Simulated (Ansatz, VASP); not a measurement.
RbCl: VASP beside Ansatz

Contents of INCAR:

```
SYSTEM = RbCl
  ALGO = Normal
  EDIFF = 1E-6
  ENCUT = 500
  GGA = PE
  GGA_COMPAT = .FALSE.
  ISIF = 2
  ISMEAR = 0
  LASPH = .TRUE.
  LCHARG = .TRUE.
  LELF = .TRUE.
  LREAL = .FALSE.
  LVHAR = .TRUE.
  LWAVE = .FALSE.
  NBANDS = 15
  NELM = 120
  PREC = Accurate
  SIGMA = 0.05
```

The input KPOINTS:

```
k-points
0
G
  6 6 6
  0 0 0
```

The input POSCAR:

```
RbCl
1.0
    0.0000000000      3.2848781803      3.2848781803
    3.2848781803      0.0000000000      3.2848781803
    3.2848781803      3.2848781803      0.0000000000
Rb Cl
1 1
Direct
    0.5000000000      0.5000000000      0.5000000000
    0.0000000000      0.0000000000      0.0000000000
```

Input for Ansatz:

```yaml
crystal:
  lattice:
    - [0.0, 3.2848781803, 3.2848781803]
    - [3.2848781803, 0.0, 3.2848781803]
    - [3.2848781803, 3.2848781803, 0.0]
  atoms:
    - { symbol: Rb, position: [0.5, 0.5, 0.5] }
    - { symbol: Cl, position: [0.0, 0.0, 0.0] }
basis:
  ecutwfc: 420
  ecutrho_ratio: 4
kpoints:
  mp_grid: { grid: [6, 6, 6] }
hamiltonian:
  xc: pbe
scf:
  occupations: { method: gaussian, width: 0.05 }
output:
  forces: true
  stress: true
  eigenvalues: true
```

Alike in both runs: task single point; functional PBE; k mesh 6 × 6 × 6; occupations gaussian, width 0.05 eV; no spin polarisation.

|  | VASP | Ansatz |
| --- | --- | --- |
| version | VASP 6.6.1 | Ansatz 0.2.0 |
| potentials or method | VASP PAW PBE potentials, release 64 (Rb_sv, Cl), cutoff 500 eV | scalar-relativistic, plane waves, PAW |
| valence electrons in the cell | 16 | 16 |

Ansatz gave:

| Item | Value |
| --- | --- |
| gap on the k mesh at the Fermi level (eV) | 5.02 |
| least direct gap on the mesh (eV) | 5.02 |
| pressure (GPa) | 1.0 |

What did VASP give for the same quantities?

gap on the k mesh at the Fermi level (eV): 5.01; least direct gap on the mesh (eV): 5.01; pressure (GPa): 1.0.
